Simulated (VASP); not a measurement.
# Hg (Im-3m) in VASP: notebook

Runs on Hg. Level: PBEsol. Tasks: single point, relaxation of cell and atoms.

Everything below comes from runs of VASP 6.6.1. Logs are shortened: lines on timing, memory, paths and dates and some standing lists are left out, and cuts for length are marked.

### 1 The cell of the first run

Symmetry: Im-3m, No. 229, cubic system. The conventional cell has a = 3.626 Å, b = 3.626 Å, c = 3.626 Å, α = 90.00°, β = 90.00°, γ = 90.00°. Within 4.1 Å of Hg (site symmetry m-3m) lie 14 Hg at 3.14 to 3.63 Å.

### 2 Single point, PBEsol

INCAR reads:

```
SYSTEM = Hg
  PREC = Accurate
  ENCUT = 500
  EDIFF = 1E-6
  ISMEAR = -1
  SIGMA = 0.1
  LREAL = .False.
  LASPH = .True.
  NELM = 120
  ALGO = Normal
  ISIF = 2
  LWAVE = .False.
  LCHARG = .False.
  GGA = PS
  NBANDS = 12
  GGA_COMPAT = .False.
```

KPOINTS reads:

```
regular mesh
0
Gamma
  12 12 12
  0 0 0
```

POSCAR reads:

```
Hg
1.0
   -1.8129710829      1.8129710829      1.8129710829
    1.8129710829     -1.8129710829      1.8129710829
    1.8129710829      1.8129710829     -1.8129710829
Hg
1
Direct
    0.0000000000      0.0000000000      0.0000000000
```

Potentials or basis: VASP PAW PBE potentials, release 64 (Hg).

Command:

```sh
cat potpaw_PBE.64/Hg/POTCAR > POTCAR
mpirun -np 1 vasp_std > vasp.out
```

OUTCAR:

```text
SYSTEM = Hg
   PREC = Accurate
   ENCUT = 500
   EDIFF = 1E-6
   ISMEAR = -1
   LREAL = .False.
   LASPH = .True.
   NELM = 120
   ISIF = 2
   GGA = PS

 ion  position               nearest neighbor table
   1  0.000  0.000  0.000-

  LATTYP: Found a body centered cubic cell.
 ALAT       =     3.6259421658

  Lattice vectors:

 A1 = (  -1.8129710829,   1.8129710829,   1.8129710829)
 A2 = (   1.8129710829,  -1.8129710829,   1.8129710829)
 A3 = (   1.8129710829,   1.8129710829,  -1.8129710829)

Analysis of symmetry for initial positions (statically):
=====================================================================
 Subroutine PRICEL returns:
 Original cell was already a primitive cell.

 Routine SETGRP: Setting up the symmetry group for a
 body centered cubic supercell.

 Subroutine GETGRP returns: Found 48 space group operations
 (whereof 48 operations were pure point group operations)
 out of a pool of 48 trial point group operations.

The static configuration has the point symmetry O_h .

Analysis of symmetry for dynamics (positions and initial velocities):
=====================================================================
 Subroutine PRICEL returns:
 Original cell was already a primitive cell.

 Routine SETGRP: Setting up the symmetry group for a
 body centered cubic supercell.

 Subroutine GETGRP returns: Found 48 space group operations
 (whereof 48 operations were pure point group operations)
 out of a pool of 48 trial point group operations.

The dynamic configuration has the point symmetry O_h .

 Subroutine INISYM returns: Found 48 space group operations
 (whereof 48 operations are pure point group operations),
 and found     1 'primitive' translations

----------------------------------------------------------------------------------------

                                     Primitive cell

  volume of cell :      23.8360

  direct lattice vectors                    reciprocal lattice vectors
    -1.812971083  1.812971083  1.812971083     0.000000000  0.275790389  0.275790389
     1.812971083 -1.812971083  1.812971083     0.275790389  0.000000000  0.275790389
     1.812971083  1.812971083 -1.812971083     0.275790389  0.275790389  0.000000000

  length of vectors
     3.140158028  3.140158028  3.140158028     0.390026508  0.390026508  0.390026508

[... 77 lines left out ...]
   NELM   =    120;   NELMIN=  2; NELMDL= -5     # of ELM steps
   EDIFF  = 0.1E-05   stopping-criterion for ELM
   LREAL  =      F    real-space projection
   EDIFFG = 0.1E-04   stopping-criterion for IOM
   NSW    =      0    number of steps for IOM
   IBRION =     -1    ionic relax: 0-MD 1-quasi-New 2-CG
   NFREE  =      0    steps in history (QN), initial steepest desc. (CG)
   ISIF   =      2    stress and relaxation
   ISYM   =      2    0-nonsym 1-usesym 2-fastsym
   POTIM  = 0.5000    time-step for ionic-motion
   TEBEG  =    0.0;   TEEND  =   0.0 temperature during run
   PSTRESS=    0.0 pullay stress
   NELECT =      12.0000    total number of electrons
   NUPDOWN=      -1.0000    fix difference up-down
   EMIN   =  10.00;   EMAX   =-10.00  energy-range for DOS
   EFERMI =   0.00;   METHOD = LEGACY
   ISMEAR =    -1;   SIGMA  =   0.10  broadening in eV -4-tet -1-fermi 0-gaus
   EFERMI_NEDOS =   21; number of points for ismear=-14 and -15
   IALGO  =     38    algorithm
   IMIX   =      4    mixing-type and parameters
     AMIX     =   0.40;   BMIX     =  1.00
     AMIX_MAG =   1.60;   BMIX_MAG =  1.00
  volume/ion in A,a.u.               =      23.84       160.85
  Fermi-wavevector in a.u.,A,eV,Ry     =   1.302340  2.461066 23.076697  1.696089
  Thomas-Fermi vector in A             =   2.433414
   LORBIT       =      0    0 simple, 1 ext, 2 COOP (PROOUT), +10 PAW based schemes
   GGA     = PS    functional components
   LHFCALC =     F    Hartree Fock is set to
   AEXX    =    0.0000 exact exchange contribution
   IVDW    =     0    specifies the selected vdW correction
   LEPSILON=     F    determine dielectric tensor
   LRPA    =     F    only Hartree local field effects (RPA)
 non-spin polarized calculation
  energy-cutoff  :      500.00
  volume of cell :       23.84
 maximum number of plane-waves:       619
   NGX = 11   NGY = 11   NGZ = 11

 number of electron      11.9999997 magnetization

 Free energy of the ion-electron system (eV)
  ---------------------------------------------------
  ext. energy  EPLUGINS =         0.00000000
  ---------------------------------------------------
  free energy    TOTEN  =        -0.56062453 eV

  energy without entropy =       -0.55435171  energy(sigma->0) =       -0.55748812

 E-fermi :   2.3376     XC(G=0): -10.9967

 val. band max:        2.2740780000   @ k =   0.5000   0.5000   0.1667
 cond. band min:       2.5111302724   @ k =   0.4167   0.0833   0.0000
 fundamental gap:      0.2370522724
 Fermi energy:         2.3376240802

 k-point     1 :       0.0000    0.0000    0.0000
  band No.  band energies     occupation
      1      -6.5348      2.00000
      2      -4.5684      2.00000
      3      -4.5684      2.00000
      4      -4.5684      2.00000
      5      -3.6791      2.00000
      6      -3.6791      2.00000
      7      17.5710      0.00000
      8      17.5710      0.00000
      9      17.5710      0.00000
     10      18.6343      0.00000
     11      18.6343      0.00000
     12      18.6343      0.00000
[... 331 lines left out ...]
 k-point    24 :       0.4167    0.0833    0.0833
  band No.  band energies     occupation
      1      -5.2318      2.00000
      2      -4.9951      2.00000
      3      -3.7142      2.00000
      4      -3.6287      2.00000
      5      -3.4103      2.00000
      6       1.2713      1.99995
      7       1.8417      1.98606
      8       9.8061      0.00000
      9      11.0924      0.00000
     10      19.4417      0.00000
     11      19.7299      0.00000
     12      23.1434      0.00000

 [... further k-points ...]
[... 5 lines left out ...]
  --------------------------------------------------------------------------------------
  -------------------------------------------------------------------------------------
  Total        0.0534410      0.0534410      0.0534410      0.0000000      0.0000000     -0.0000000
  in kB        3.5921366      3.5921366      3.5921366      0.0000000      0.0000000     -0.0000000
  external PRESSURE =       3.5921366 kB  Pullay stress =       0.0000000 kB

 VOLUME and BASIS-vectors are now :
 -----------------------------------------------------------------------------
  energy-cutoff  :      500.00
  volume of cell :       23.84
      direct lattice vectors                 reciprocal lattice vectors
    -1.812971083  1.812971083  1.812971083     0.000000000  0.275790389  0.275790389
     1.812971083 -1.812971083  1.812971083     0.275790389  0.000000000  0.275790389
     1.812971083  1.812971083 -1.812971083     0.275790389  0.275790389  0.000000000

 POSITION                                       TOTAL-FORCE (eV/Angst)
 -----------------------------------------------------------------------------------
      0.00000      0.00000      0.00000         0.000000      0.000000      0.000000
 -----------------------------------------------------------------------------------
    total drift:                               -0.000000      0.000000      0.000000

  FREE ENERGIE OF THE ION-ELECTRON SYSTEM (eV)
  ---------------------------------------------------
  free  energy   TOTEN  =        -0.5606245252 eV

  energy  without entropy=       -0.5543517143  energy(sigma->0) =       -0.55748812
```

OSZICAR:

```text
N       E                     dE             d eps       ncg     rms          rms(c)
DAV:   1     0.687456228409E+02    0.68746E+02   -0.63121E+03  1848   0.926E+02
DAV:   2     0.536371883579E+00   -0.68209E+02   -0.64798E+02  1924   0.221E+02
DAV:   3    -0.608826488873E+00   -0.11452E+01   -0.11446E+01  1956   0.315E+01
DAV:   4    -0.609749918281E+00   -0.92343E-03   -0.92341E-03  1956   0.957E-01
DAV:   5    -0.609751072514E+00   -0.11542E-05   -0.11543E-05  1956   0.326E-02    0.351E+00
DAV:   6    -0.564964780556E+00    0.44786E-01   -0.10971E-01  1984   0.373E+00    0.268E+00
DAV:   7    -0.560991428259E+00    0.39734E-02   -0.12221E-02  1968   0.107E+00    0.127E+00
DAV:   8    -0.560611095890E+00    0.38033E-03   -0.10091E-03  1832   0.428E-01    0.493E-02
DAV:   9    -0.560619645392E+00   -0.85495E-05   -0.25909E-06  1976   0.164E-02    0.120E-02
DAV:  10    -0.560624530542E+00   -0.48852E-05   -0.33934E-06  1844   0.206E-02    0.105E-03
DAV:  11    -0.560624525222E+00    0.53208E-08   -0.36401E-08   972   0.167E-03
   1 F= -.56062453E+00 E0= -.55748812E+00  d E =-.627281E-02
```

Wall time 20 s (1 thread of AMD EPYC 7R43 (Zen 3), shared host); peak memory 0.12 GiB.

Results:

* Free energy: -0.5606 eV
* Pressure: 0.4 GPa
* Band gap on the k mesh: zero (bands 6 and 7 overlap by 4.44 eV)

Caveat: the PAW data sets were made with another functional, which shifts forces and pressure a little; spin-orbit coupling is left out, which moves the levels of the heavy elements.

### 3 Relaxation of cell and atoms, PBEsol

This run uses another cell than the first one, of 23.07 Å³/atom.

INCAR reads:

```
SYSTEM = Hg
PREC = Accurate
ENCUT = 500
EDIFF = 1E-7
ISMEAR = -1
SIGMA = 0.1
LREAL = .False.
LASPH = .True.
NELM = 120
ALGO = Normal
ISIF = 3
LWAVE = .False.
LCHARG = .False.
GGA = PS
IBRION = 2
NSW = 80
EDIFFG = -0.01
GGA_COMPAT = .False.
NELMIN = 4
```

KPOINTS is that of step 2.

POSCAR reads:

```
Hg
1.0
   -1.7934065524      1.7934065524      1.7934065524
    1.7934065524     -1.7934065524      1.7934065524
    1.7934065524      1.7934065524     -1.7934065524
Hg
1
Direct
    0.0000000000      0.0000000000      0.0000000000
```

Potentials or basis: VASP PAW PBE potentials, release 64 (Hg).

Command:

```sh
cat potpaw_PBE.64/Hg/POTCAR > POTCAR
mpirun -np 1 vasp_std > vasp.out
```

OUTCAR:

```text
SYSTEM = Hg
   PREC = Accurate
   ENCUT = 500
   EDIFF = 1E-7
   ISMEAR = -1
   LREAL = .False.
   LASPH = .True.
   NELM = 120
   ISIF = 3
   GGA = PS
   IBRION = 2
   NSW = 80
   EDIFFG = -0.01
   NELMIN = 4

 ion  position               nearest neighbor table
   1  0.000  0.000  0.000-

  LATTYP: Found a body centered cubic cell.
 ALAT       =     3.5868131048

  Lattice vectors:

 A1 = (  -1.7934065524,   1.7934065524,   1.7934065524)
 A2 = (   1.7934065524,  -1.7934065524,   1.7934065524)
 A3 = (   1.7934065524,   1.7934065524,  -1.7934065524)

Analysis of symmetry for initial positions (statically):
=====================================================================
 Subroutine PRICEL returns:
 Original cell was already a primitive cell.

 Routine SETGRP: Setting up the symmetry group for a
 body centered cubic supercell.

 Subroutine GETGRP returns: Found 48 space group operations
 (whereof 48 operations were pure point group operations)
 out of a pool of 48 trial point group operations.

The static configuration has the point symmetry O_h .

Analysis of symmetry for dynamics (positions and initial velocities):
=====================================================================
 Subroutine PRICEL returns:
 Original cell was already a primitive cell.

 Routine SETGRP: Setting up the symmetry group for a
 body centered cubic supercell.

 Subroutine GETGRP returns: Found 48 space group operations
 (whereof 48 operations were pure point group operations)
 out of a pool of 48 trial point group operations.

The dynamic configuration has the point symmetry O_h .

 Subroutine INISYM returns: Found 48 space group operations
 (whereof 48 operations are pure point group operations),
 and found     1 'primitive' translations

----------------------------------------------------------------------------------------
[... 120 lines left out ...]
   LEPSILON=     F    determine dielectric tensor
   LRPA    =     F    only Hartree local field effects (RPA)
 conjugate gradient relaxation of ions
 non-spin polarized calculation
  energy-cutoff  :      500.00
  volume of cell :       23.07
 maximum number of plane-waves:       606
   NGX = 11   NGY = 11   NGZ = 11

--------------------------------------- Ionic step        1  -------------------------------------------

 number of electron      12.0000001 magnetization

 Free energy of the ion-electron system (eV)
  ---------------------------------------------------
  ext. energy  EPLUGINS =         0.00000000
  ---------------------------------------------------
  free energy    TOTEN  =        -0.55530259 eV

  energy without entropy =       -0.54900847  energy(sigma->0) =       -0.55215553

------------------------ aborting loop because EDIFF is reached ----------------------------------------

  FORCE on cell =-STRESS in cart. coord.  units (eV):
  Direction    XX          YY          ZZ          XY          YZ          ZX
  --------------------------------------------------------------------------------------
  -------------------------------------------------------------------------------------
  Total        0.2520557      0.2520557      0.2520557      0.0000000     -0.0000000      0.0000000
  in kB       17.5029311     17.5029311     17.5029311      0.0000000     -0.0000000      0.0000000
  external PRESSURE =      17.5029311 kB  Pullay stress =       0.0000000 kB
[... 57 lines left out ...]
--------------------------------------- Ionic step        3  -------------------------------------------

 number of electron      11.9999997 magnetization

 Free energy of the ion-electron system (eV)
  ---------------------------------------------------
  ext. energy  EPLUGINS =         0.00000000
  ---------------------------------------------------
  free energy    TOTEN  =        -0.56050413 eV

  energy without entropy =       -0.55422033  energy(sigma->0) =       -0.55736223

 E-fermi :   2.2603     XC(G=0): -10.9407

 val. band max:        2.2174140168   @ k =   0.5000   0.5000   0.1667
 cond. band min:       2.4289793721   @ k =   0.4167   0.0833   0.0000
 fundamental gap:      0.2115653554
 Fermi energy:         2.2602879829

 k-point     1 :       0.0000    0.0000    0.0000
  band No.  band energies     occupation
      1      -6.5320      2.00000
      2      -4.6144      2.00000
      3      -4.6144      2.00000
      4      -4.6144      2.00000
      5      -3.7426      2.00000
      6      -3.7426      2.00000
      7      17.4560      0.00000
      8      17.4560      0.00000
      9      17.4560      0.00000
     10      18.4125      0.00000
[... 287 lines left out ...]
 k-point    24 :       0.4167    0.0833    0.0833
  band No.  band energies     occupation
      1      -5.2600      2.00000
      2      -5.0315      2.00000
      3      -3.7772      2.00000
      4      -3.6939      2.00000
      5      -3.4760      2.00000
      6       1.1669      1.99996
      7       1.7891      1.98218
      8       9.6782      0.00000
      9      10.9730      0.00000
     10      19.2785      0.00000

 [... further k-points ...]
[... 5 lines left out ...]
  --------------------------------------------------------------------------------------
  -------------------------------------------------------------------------------------
  Total       -0.0004048     -0.0004048     -0.0004048     -0.0000000     -0.0000000     -0.0000000
  in kB       -0.0269287     -0.0269287     -0.0269287     -0.0000000     -0.0000000     -0.0000000
  external PRESSURE =      -0.0269287 kB  Pullay stress =       0.0000000 kB
[... 16 lines left out ...]
  FREE ENERGIE OF THE ION-ELECTRON SYSTEM (eV)
  ---------------------------------------------------
  free  energy   TOTEN  =        -0.5605041254 eV

  energy  without entropy=       -0.5542203344  energy(sigma->0) =       -0.55736223

 reached required accuracy - stopping structural energy minimisation
```

Run time: 33 s. Hardware: 1 thread of AMD EPYC 7R43 (Zen 3), shared host; peak memory 0.12 GiB.

What came out:

```yaml
Free_energy: -0.5605 eV
Relaxed_volume: 24.08 Å³/atom
Relaxed_cell: a = 3.151 Å, b = 3.151 Å, c = 3.151 Å, α = 109.47°, β = 109.47°, γ = 109.47°
Space_group_after_relaxing_to_0.1_Å: Im-3m (No. 229)
Energy_gained_by_relaxing: 5.2 meV/atom
Ionic_steps: 3
Pressure_after_relaxing: 0.0 GPa
Band_gap_on_the_k_mesh: zero (bands 6 and 7 overlap by 4.38 eV)
```

The path:
```tsv
step	energy change (eV)	largest force (eV/Å)	pressure (GPa)	volume (Å³)
1	0.0000	0.0000	1.75	23.07
2	-0.0051	0.0000	0.23	23.92
3	-0.0052	0.0000	0.00	24.08
```

Final structure:
```
Hg
1.0
    -1.81919    1.81919    1.81919
     1.81919   -1.81919    1.81919
     1.81919    1.81919   -1.81919
Hg
1
Direct
  0.00000 0.00000 0.00000
```

Levels at points of the mesh, in eV from the Fermi level:
```tsv
k point	band 2	band 3	band 4	band 5	band 6	band 7	band 8	band 9	band 10
(0.00, 0.00, 0.00)	-6.87	-6.87	-6.87	-6.00	-6.00	15.20	15.20	15.20	16.15
(0.50, 0.00, 0.00)	-7.32	-6.07	-5.96	-5.37	-1.21	-1.15	9.50	10.18	14.65
(0.50, 0.50, 0.50)	-7.57	-5.52	-5.52	-5.52	3.23	3.94	3.94	3.94	10.16
```

Caveat: the PAW data sets were made with another functional, which shifts forces and pressure a little; spin-orbit coupling is left out, which moves the levels of the heavy elements.
